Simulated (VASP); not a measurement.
# Hf (Cmcm) in VASP: notebook

The runs below take Hf through single point, with PBEsol.

Everything below comes from runs of VASP 6.6.1. Logs are shortened: lines on timing, memory, paths and dates and some standing lists are left out, and cuts for length are marked.

**1. The cell of the first run**

Symmetry: Cmcm, No. 63, orthorhombic system. Conventional cell: a = 3.197 Å, b = 5.260 Å, c = 5.058 Å, α = 90.00°, β = 90.00°, γ = 90.00°. Within 4.1 Å of Hf (site symmetry m2m) lie 12 Hf at 3.08 to 3.20 Å.

**2. Single point, PBEsol (strain -0.0500 x Voigt [0, 1, 0, 0, 0, 0])**

The input, INCAR:

```
SYSTEM = Hf
  PREC = Accurate
  ENCUT = 520
  EDIFF = 1E-6
  ISMEAR = 0
  SIGMA = 0.15
  LREAL = .FALSE.
  LASPH = .TRUE.
  NELM = 80
  ALGO = Fast
  ISIF = 2
  LWAVE = .FALSE.
  LCHARG = .FALSE.
  GGA = PS
  NBANDS = 17
```

The input, KPOINTS:

```
Automatic mesh
0
G
  18 18 10
  0 0 0
```

The input, POSCAR:

```
Hf
1.0
    3.1966985242      0.0000000000      0.0000000000
   -1.5983492621      2.6300010237      0.0000000000
    0.0000000000      0.0000000000      5.0578000000
Hf
2
Direct
    0.3333333333      0.6666666667      0.2500000000
    0.6666666667      0.3333333333      0.7500000000
```

Potentials or basis: VASP PAW PBE potentials, release 64 (Hf_pv).

Run with:

```bash
cat potpaw_PBE.64/Hf_pv/POTCAR > POTCAR
mpirun -np 1 vasp_std > vasp.out
```

OUTCAR:

```text
SYSTEM = Hf
   PREC = Accurate
   ENCUT = 520
   EDIFF = 1E-6
   ISMEAR = 0
   LREAL = .FALSE.
   LASPH = .TRUE.
   NELM = 80
   ISIF = 2
   GGA = PS

 ion  position               nearest neighbor table
   1  0.333  0.667  0.250-   2 3.08   2 3.08   2 3.12   2 3.12   2 3.12   2 3.12
   2  0.667  0.333  0.750-   1 3.08   1 3.08   1 3.12   1 3.12   1 3.12   1 3.12

  Warning from LATTYP: Monoclinic adjustment (A1->A3, A2->A1, A3->A2)!
  LATTYP: Found a base centered orthorhombic cell.
 ALAT       =     3.1966985242
 B/A-ratio  =     1.6454482672
 C/A-ratio  =     1.5821948681

  Lattice vectors:

 A1 = (   1.5983492621,  -2.6300010237,   0.0000000000)
 A2 = (   1.5983492621,   2.6300010237,   0.0000000000)
 A3 = (   0.0000000000,   0.0000000000,   5.0578000000)

Analysis of symmetry for initial positions (statically):
=====================================================================
 Subroutine PRICEL returns:
 Original cell was already a primitive cell.

 Routine SETGRP: Setting up the symmetry group for a
 base centered orthorhombic supercell.

 Subroutine GETGRP returns: Found  8 space group operations
 (whereof  4 operations were pure point group operations)
 out of a pool of  8 trial point group operations.

The static configuration has the point symmetry C_2h.
 The point group associated with its full space group is D_2h.

Analysis of symmetry for dynamics (positions and initial velocities):
=====================================================================
 Subroutine PRICEL returns:
 Original cell was already a primitive cell.

 Routine SETGRP: Setting up the symmetry group for a
 base centered orthorhombic supercell.

 Subroutine GETGRP returns: Found  8 space group operations
 (whereof  4 operations were pure point group operations)
 out of a pool of  8 trial point group operations.

The dynamic configuration has the point symmetry C_2h.
 The point group associated with its full space group is D_2h.

 Subroutine INISYM returns: Found  8 space group operations
 (whereof  4 operations are pure point group operations),
 and found     1 'primitive' translations

----------------------------------------------------------------------------------------

                                     Primitive cell

  volume of cell :      42.5225

  direct lattice vectors                    reciprocal lattice vectors
     3.196698524  0.000000000  0.000000000     0.312822743  0.190113994  0.000000000
    -1.598349262  2.630001024  0.000000000     0.000000000  0.380227989  0.000000000
     0.000000000  0.000000000  5.057800000     0.000000000  0.000000000  0.197714421

  length of vectors
     3.196698524  3.077600648  5.057800000     0.366062016  0.380227989  0.197714421

  position of ions in fractional coordinates (direct lattice)
     0.333333333  0.666666667  0.250000000
     0.666666667  0.333333333  0.750000000

  ion indices of the primitive-cell ions
   primitive index   ion index
                 1           1
                 2           2

----------------------------------------------------------------------------------------

 KPOINTS: Automatic mesh

Automatic generation of k-mesh.
 Grid dimensions read from file:
 generate k-points for:   18   18   10

 Generating k-lattice:

  Cartesian coordinates                     Fractional coordinates (reciprocal lattice)
     0.017379041  0.010561889  0.000000000     0.055555556  0.000000000  0.000000000
     0.000000000  0.021123777  0.000000000     0.000000000  0.055555556  0.000000000
     0.000000000  0.000000000  0.019771442     0.000000000  0.000000000  0.100000000

  Length of vectors
     0.020336779  0.021123777  0.019771442

  Shift w.r.t. Gamma in fractional coordinates (k-lattice)
     0.000000000  0.000000000  0.000000000

 Subroutine IBZKPT returns following result:
 ===========================================

 Found    546 irreducible k-points:

 Following reciprocal coordinates:
            Coordinates               Weight
  0.000000  0.000000  0.000000      1.000000
  0.055556  0.000000  0.000000      4.000000
  0.111111  0.000000  0.000000      4.000000
  0.166667  0.000000  0.000000      4.000000
  0.222222  0.000000  0.000000      4.000000
  0.277778  0.000000  0.000000      4.000000
[... 16 lines left out ...]
 -0.333333  0.055556  0.000000      4.000000
 -0.277778  0.055556  0.000000      4.000000
 [... further k-points ...]
   k-points           NKPTS =    546   k-points in BZ     NKDIM =    546   number of bands    NBANDS=     17
   number of dos      NEDOS =    301   number of ions     NIONS =      2
   total plane-waves  NPLWV =  23040
   dimension x,y,z NGX =    24 NGY =   24 NGZ =   40
   dimension x,y,z NGXF=    48 NGYF=   48 NGZF=   80
   ions per type =               2
   NGX,Y,Z   is equivalent  to a cutoff of  12.48, 12.96, 13.15 a.u.
   NGXF,Y,Z  is equivalent  to a cutoff of  24.96, 25.93, 26.30 a.u.
 SYSTEM =  Hf
   PREC   = accura    normal or accurate (medium, high low for compatibility)
   ISTART =      0    job   : 0-new  1-cont  2-samecut
   ICHARG =      2    charge: 1-file 2-atom 10-const
   ISPIN  =      1    spin polarized calculation?
   LNONCOLLINEAR =      F non collinear calculations
   LSORBIT =      F    spin-orbit coupling
   LASPH  =      T    aspherical Exc in radial PAW
   ENCUT  =  520.0 eV  38.22 Ry    6.18 a.u.   5.94  5.72  9.40*2*pi/ulx,y,z
   NELM   =     80;   NELMIN=  2; NELMDL= -5     # of ELM steps
   EDIFF  = 0.1E-05   stopping-criterion for ELM
   LREAL  =      F    real-space projection
   EDIFFG = 0.1E-04   stopping-criterion for IOM
   NSW    =      0    number of steps for IOM
   IBRION =     -1    ionic relax: 0-MD 1-quasi-New 2-CG
   NFREE  =      0    steps in history (QN), initial steepest desc. (CG)
   ISIF   =      2    stress and relaxation
   ISYM   =      2    0-nonsym 1-usesym 2-fastsym
   POTIM  = 0.5000    time-step for ionic-motion
   TEBEG  =    0.0;   TEEND  =   0.0 temperature during run
   PSTRESS=    0.0 pullay stress
   NELECT =      20.0000    total number of electrons
   NUPDOWN=      -1.0000    fix difference up-down
   EMIN   =  10.00;   EMAX   =-10.00  energy-range for DOS
   EFERMI =   0.00;   METHOD = LEGACY
   ISMEAR =     0;   SIGMA  =   0.15  broadening in eV -4-tet -1-fermi 0-gaus
   EFERMI_NEDOS =   21; number of points for ismear=-14 and -15
   IALGO  =     68    algorithm
   IMIX   =      4    mixing-type and parameters
     AMIX     =   0.40;   BMIX     =  1.00
     AMIX_MAG =   1.60;   BMIX_MAG =  1.00
  volume/ion in A,a.u.               =      21.26       143.48
  Fermi-wavevector in a.u.,A,eV,Ry     =   1.273147  2.405898 22.053714  1.620902
  Thomas-Fermi vector in A             =   2.405986
   LORBIT       =      0    0 simple, 1 ext, 2 COOP (PROOUT), +10 PAW based schemes
   GGA     = PS    functional components
   LHFCALC =     F    Hartree Fock is set to
   AEXX    =    0.0000 exact exchange contribution
   IVDW    =     0    specifies the selected vdW correction
   LEPSILON=     F    determine dielectric tensor
   LRPA    =     F    only Hartree local field effects (RPA)
 non-spin polarized calculation
 RMM-DIIS sequential band-by-band and
 Gauss-broadening in eV      SIGMA  =   0.15
  energy-cutoff  :      520.00
  volume of cell :       42.52
 maximum number of plane-waves:      1161
   NGX = 11   NGY = 11   NGZ = 19

 number of electron      19.9999999 magnetization

 Free energy of the ion-electron system (eV)
  ---------------------------------------------------
  ext. energy  EPLUGINS =         0.00000000
  ---------------------------------------------------
  free energy    TOTEN  =       -20.97996650 eV

  energy without entropy =      -20.96168497  energy(sigma->0) =      -20.97082573

 E-fermi :   5.0926     XC(G=0): -11.6253

 val. band max:        5.0848523316   @ k =   0.2778   0.2222   0.5000
 cond. band min:       5.0943055388   @ k =   0.1111   0.0000   0.1000
 fundamental gap:      0.0094532072
 Fermi energy:         5.0925828458

 k-point     1 :       0.0000    0.0000    0.0000
  band No.  band energies     occupation
      1     -25.8489      2.00000
      2     -24.9930      2.00000
      3     -24.9362      2.00000
      4     -24.8682      2.00000
      5     -24.8627      2.00000
      6     -24.8033      2.00000
[... 9 lines left out ...]
     16       8.1923      0.00000
     17      10.6328      0.00000

 k-point     2 :       0.0556    0.0000    0.0000
  band No.  band energies     occupation
      1     -25.8397      2.00000
      2     -25.0098      2.00000
      3     -24.9484      2.00000
      4     -24.8793      2.00000
      5     -24.8718      2.00000
      6     -24.8120      2.00000
[... 9 lines left out ...]
     16       8.0720      0.00000
     17      10.8097      0.00000

 k-point     3 :       0.1111    0.0000    0.0000
  band No.  band energies     occupation
      1     -25.8127      2.00000
      2     -25.0663      2.00000
      3     -24.9741      2.00000
      4     -24.9374      2.00000
      5     -24.8829      2.00000
      6     -24.8270      2.00000
[... 9 lines left out ...]
     16       7.8416      0.00000
     17      11.0778      0.00000

 k-point     4 :       0.1667    0.0000    0.0000
  band No.  band energies     occupation
      1     -25.7696      2.00000
      2     -25.1606      2.00000
      3     -25.0344      2.00000
      4     -25.0022      2.00000
      5     -24.9014      2.00000
      6     -24.8425      2.00000
[... 9 lines left out ...]
     16       8.2054      0.00000
     17      11.3030      0.00000

 k-point     5 :       0.2222    0.0000    0.0000
  band No.  band energies     occupation
      1     -25.7133      2.00000
      2     -25.2784      2.00000
      3     -25.1509      2.00000
      4     -25.0342      2.00000
      5     -24.9275      2.00000
      6     -24.8599      2.00000
[... 9 lines left out ...]
     16       8.7450      0.00000
     17      11.5029      0.00000

 k-point     6 :       0.2778    0.0000    0.0000
  band No.  band energies     occupation
      1     -25.6477      2.00000
      2     -25.4036      2.00000
      3     -25.2720      2.00000
      4     -25.0662      2.00000
      5     -24.9609      2.00000
      6     -24.8782      2.00000
[... 9 lines left out ...]
     16       9.4174      0.00000
     17      11.6635      0.00000

 k-point     7 :       0.3333    0.0000    0.0000
  band No.  band energies     occupation
      1     -25.5780      2.00000
      2     -25.5206      2.00000
      3     -25.3826      2.00000
      4     -25.0952      2.00000
      5     -25.0001      2.00000
      6     -24.8956      2.00000
[... 9 lines left out ...]
     16      10.1680      0.00000
     17      11.7779      0.00000

 k-point     8 :       0.3889    0.0000    0.0000
  band No.  band energies     occupation
      1     -25.6151      2.00000
      2     -25.5119      2.00000
      3     -25.4707      2.00000
      4     -25.1184      2.00000
      5     -25.0414      2.00000
      6     -24.9099      2.00000
[... 9 lines left out ...]
     16      10.9334      0.00000
     17      11.8510      0.00000
[... 203 lines left out ...]
      1     -25.6881      2.00000
      2     -25.5397      2.00000
      3     -25.4387      2.00000
      4     -25.1501      2.00000
      5     -25.0913      2.00000
      6     -24.9383      2.00000
[... 9 lines left out ...]
     16      11.7984      0.00000
     17      12.6437      0.00000

 k-point    20 :       0.5000    0.0556    0.0000
  band No.  band energies     occupation
      1     -25.6832      2.00000
      2     -25.5319      2.00000
      3     -25.4409      2.00000
      4     -25.1537      2.00000
      5     -25.0903      2.00000
      6     -24.9395      2.00000
[... 9 lines left out ...]
     16      11.7967      0.00000
     17      12.0611      0.00000

 k-point    21 :      -0.4444    0.0556    0.0000
  band No.  band energies     occupation
      1     -25.6376      2.00000
      2     -25.4880      2.00000
      3     -25.4806      2.00000
      4     -25.1458      2.00000
      5     -25.0627      2.00000
      6     -24.9337      2.00000
[... 9 lines left out ...]
     16      11.3749      0.00000
     17      11.7728      0.00000

 k-point    22 :      -0.3889    0.0556    0.0000
  band No.  band energies     occupation
      1     -25.5562      2.00000
      2     -25.5419      2.00000
      3     -25.4128      2.00000
      4     -25.1269      2.00000
      5     -25.0230      2.00000
      6     -24.9216      2.00000
[... 9 lines left out ...]
     16      10.6726      0.00000
     17      11.7245      0.00000

 k-point    23 :      -0.3333    0.0556    0.0000
  band No.  band energies     occupation
      1     -25.6109      2.00000
      2     -25.4485      2.00000
      3     -25.3151      2.00000
      4     -25.0980      2.00000
      5     -24.9822      2.00000
      6     -24.9043      2.00000
[... 9 lines left out ...]
     16       9.9457      0.00000
     17      11.6458      0.00000

 k-point    24 :      -0.2778    0.0556    0.0000
  band No.  band energies     occupation
      1     -25.6788      2.00000
      2     -25.3273      2.00000
      3     -25.2072      2.00000
      4     -25.0602      2.00000
      5     -24.9459      2.00000
      6     -24.8838      2.00000
[... 9 lines left out ...]
     16       9.2577      0.00000
     17      11.5321      0.00000

 [... further k-points ...]
[... 5 lines left out ...]
  --------------------------------------------------------------------------------------
  -------------------------------------------------------------------------------------
  Total       -0.2226457      1.6718333     -0.2352578      0.0000000      0.0000000      0.0000000
  in kB       -8.3889103     62.9918421     -8.8641130      0.0000000      0.0000000      0.0000000
  external PRESSURE =      15.2462729 kB  Pullay stress =       0.0000000 kB

 VOLUME and BASIS-vectors are now :
 -----------------------------------------------------------------------------
  energy-cutoff  :      520.00
  volume of cell :       42.52
      direct lattice vectors                 reciprocal lattice vectors
     3.196698524  0.000000000  0.000000000     0.312822743  0.190113994  0.000000000
    -1.598349262  2.630001024  0.000000000     0.000000000  0.380227989  0.000000000
     0.000000000  0.000000000  5.057800000     0.000000000  0.000000000  0.197714421

 POSITION                                       TOTAL-FORCE (eV/Angst)
 -----------------------------------------------------------------------------------
     -0.00000      1.75333      1.26445         0.000000     -0.130714      0.000000
      1.59835      0.87667      3.79335        -0.000000      0.130714      0.000000
 -----------------------------------------------------------------------------------
    total drift:                               -0.000000      0.000000     -0.000000

  FREE ENERGIE OF THE ION-ELECTRON SYSTEM (eV)
  ---------------------------------------------------
  free  energy   TOTEN  =       -20.9799664960 eV

  energy  without entropy=      -20.9616849711  energy(sigma->0) =      -20.97082573
```

Run time: 3.5 min. Hardware: 1 thread of Intel Xeon Platinum 8488C (Sapphire Rapids), shared host; peak memory 0.42 GiB.

Results:

| Property | Result |
| --- | --- |
| Free energy | -20.9800 eV |
| Pressure | 1.5 GPa |
| Largest force | 0.131 eV/Å |
| Band gap on the k mesh | zero (bands 10 and 11 overlap by 1.25 eV) |

Forces in eV/Å, atoms in the order of the input:
```
Hf   0.000 -0.131  0.000
Hf   0.000  0.131  0.000
```

Caveat: the cell differs from its parent crystal (strain -0.0500 x Voigt [0, 1, 0, 0, 0, 0]); the stress differs along the axes, from -1 to 6 GPa; the PAW data sets were made with another functional, which shifts forces and pressure a little; spin-orbit coupling is left out, which moves the levels of the heavy elements.

**3. Single point, PBEsol (strain -0.0250 x Voigt [0, 1, 0, 0, 0, 0])**

The input, INCAR:

```
SYSTEM = Hf
PREC = Accurate ; ENCUT = 520
EDIFF = 1E-6 ; ISMEAR = 0
SIGMA = 0.15 ; LREAL = .FALSE.
LASPH = .TRUE. ; NELM = 80
ALGO = Fast ; ISIF = 2
LWAVE = .FALSE. ; LCHARG = .FALSE.
GGA = PS ; NBANDS = 17
```

The input, KPOINTS:

```
regular mesh
0
G
  18 18 10
  0 0 0
```

The input, POSCAR:

```
Hf
1.0
    3.1966985242      0.0000000000      0.0000000000
   -1.5983492621      2.6992115769      0.0000000000
    0.0000000000      0.0000000000      5.0578000000
Hf
2
Direct
    0.3333333333      0.6666666667      0.2500000000
    0.6666666667      0.3333333333      0.7500000000
```

Potentials or basis: VASP PAW PBE potentials, release 64 (Hf_pv).

Run with:

```bash
cat potpaw_PBE.64/Hf_pv/POTCAR > POTCAR
mpirun -np 1 vasp_std > vasp.out
```

Wall time 3.2 min (1 thread of Intel Xeon Platinum 8488C (Sapphire Rapids), shared host); peak memory 0.42 GiB.

The run converged. Its results:

- Free energy: -21.0044 eV
- Pressure: -1.5 GPa
- Largest force: 0.064 eV/Å
- Band gap on the k mesh: zero (bands 10 and 11 overlap by 1.41 eV)

Forces in eV/Å, atoms in the order of the input:
```
Hf   0.000 -0.064  0.000
Hf   0.000  0.064  0.000
```

Stress tensor (GPa, compression positive):
```
-2.62  0.00  0.00
 0.00  0.81  0.00
 0.00  0.00 -2.69
```

Levels at points of the mesh, in eV from the Fermi level:
| k point | band 7 | band 8 | band 9 | band 10 | band 11 | band 12 | band 13 | band 14 |
| --- | --- | --- | --- | --- | --- | --- | --- | --- |
| (0.00, 0.00, 0.00) | -7.47 | -3.82 | 0.66 | 0.97 | 1.34 | 1.45 | 1.80 | 2.25 |
| (0.50, 0.00, 0.00) | -3.41 | -2.84 | -2.32 | -0.74 | 0.77 | 1.00 | 1.58 | 6.08 |
| (0.00, 0.50, 0.00) | -3.33 | -2.84 | -2.32 | -0.59 | 0.67 | 0.87 | 1.79 | 6.22 |
| (0.00, 0.00, 0.50) | -5.48 | -5.48 | 0.08 | 0.08 | 0.91 | 0.91 | 1.33 | 1.33 |
| (0.50, 0.00, 0.50) | -3.51 | -3.51 | -1.07 | -1.07 | 1.24 | 1.24 | 2.84 | 2.84 |
| (0.00, 0.50, 0.50) | -3.45 | -3.45 | -1.05 | -1.05 | 1.41 | 1.41 | 2.58 | 2.58 |

Caveat: the cell differs from its parent crystal (strain -0.0250 x Voigt [0, 1, 0, 0, 0, 0]); the PAW data sets were made with another functional, which shifts forces and pressure a little; spin-orbit coupling is left out, which moves the levels of the heavy elements.
